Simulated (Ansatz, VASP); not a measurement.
# Two plane-wave programs on GeMo2

```
Ge Mo
1.0
     3.61606    0.00000    0.00000
     0.00000    3.61606    0.00000
     0.00000    0.00000    4.33678
Ge Mo
1 2
Cartesian
  1.8080 1.8080 0.0000
  0.0000 0.0000 2.1684
  1.8080 1.8080 2.1684
```

Alike in both runs: task relaxation of cell and atoms; functional PBE; k mesh 6 × 6 × 4; occupations gaussian, width 0.1 eV; no spin polarisation.

```csv
,VASP,Ansatz
version,VASP 6.6.1,Ansatz 0.2.0
potentials or method,"VASP PAW PBE potentials, release 64 (Ge_d, Mo_sv), cutoff 600 eV","scalar-relativistic, plane waves, PAW"
valence electrons in the cell,42,42
```

|  | VASP | Ansatz | Ansatz less VASP |
| --- | --- | --- | --- |
| gap on the k mesh at the Fermi level, each at its own relaxed structure (eV) | none | none | - |
| relaxed volume (Å³/atom) | 20.91 | 20.89 | -0.016 |
| relaxed cell length with the largest relative difference (Å) | 3.561 | 3.559 | -0.0020 |

A gap of «none» marks a metal or a gap that the smearing closes.

The k mesh is coarse, so the values compare programs but aren't converged.
